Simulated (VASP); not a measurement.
ScCu, 2 atoms in the cell. Symmetry: R-3m, No. 166, trigonal system. The conventional cell has a = 4.628 Å, b = 4.628 Å, c = 5.583 Å, α = 90.00°, β = 90.00°, γ = 120.00°. Sc (site symmetry -3m) has 8 Cu at 2.79 to 2.83 Å and 6 Sc at 3.26 Å within 3.7 Å. Within 3.7 Å of Cu (site symmetry -3m) lie 8 Sc at 2.79 to 2.83 Å and 6 Cu at 3.26 Å.  This cell differs from its parent crystal: equal xy, yz and zx shear strains of -1 %.

| Property | Result |
| --- | --- |
| Program | VASP 6.6.1 |
| Task | electric field gradients |
| Functional | LDA |
| Potentials or basis | VASP PAW LDA potentials, release 64 (Sc_sv, Cu) |
| Cutoff | 520 eV |
| k mesh | 11 × 11 × 11 |
| Occupations | fermi-dirac, width 0.05 eV |
| Spin | no spin polarisation |
| Dipole correction | no |
| Further INCAR settings | ALGO = Normal; EDIFF = 1e-08; NBANDS = 18 |

Potentials or basis: VASP PAW LDA potentials, release 64 (Sc_sv, Cu).

Command:

```console
$ cat potpaw_LDA.64/Sc_sv/POTCAR potpaw_LDA.64/Cu/POTCAR > POTCAR
$ mpirun -np 1 vasp_std > vasp.out
```

Hardware: 1 thread of Intel(R) Xeon(R) Platinum 8259CL CPU @ 2.50GHz (Skylake/Cascade Lake), on a shared host.

Problem. Estimate the wall time of this run.

Solution. Wall time 65 s on 1 thread of Intel(R) Xeon(R) Platinum 8259CL CPU @ 2.50GHz (Skylake/Cascade Lake), on a shared host, peak memory 0.2 GiB. Counts: scf iterations 16, k points 146.
